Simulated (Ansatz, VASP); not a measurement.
Rb3Sr: VASP beside Ansatz

```
CELL_PARAMETERS angstrom
6.82864 0.00000 0.00000
0.00000 6.82864 0.00000
0.00000 0.00000 6.82864
ATOMIC_POSITIONS crystal
Rb 0.50000 0.00000 0.00000
Rb 0.00000 0.50000 0.00000
Rb 0.00000 0.00000 0.50000
Sr 0.50000 0.50000 0.50000
```

Alike in both runs: task single point; functional r2SCAN; k mesh 4 × 4 × 4; occupations gaussian, width 0.15 eV; no spin polarisation.

```csv
,VASP,Ansatz
version,VASP 6.6.1,Ansatz 0.2.0
potentials or method,"VASP PAW PBE potentials, release 64 (Rb_sv, Sr_sv)","plane waves, PAW"
plane-wave cutoff (eV),520,500
valence electrons in the cell,37,37
```

|  | VASP | Ansatz | Ansatz less VASP |
| --- | --- | --- | --- |
| gap on the k mesh at the Fermi level (eV) | none | none | - |
| pressure (GPa) | 0.2 | 0.2 | -0.01 |

VASP's potentials were made for PBE, not for r2SCAN. A gap of «none» marks a metal or a gap that the smearing closes.
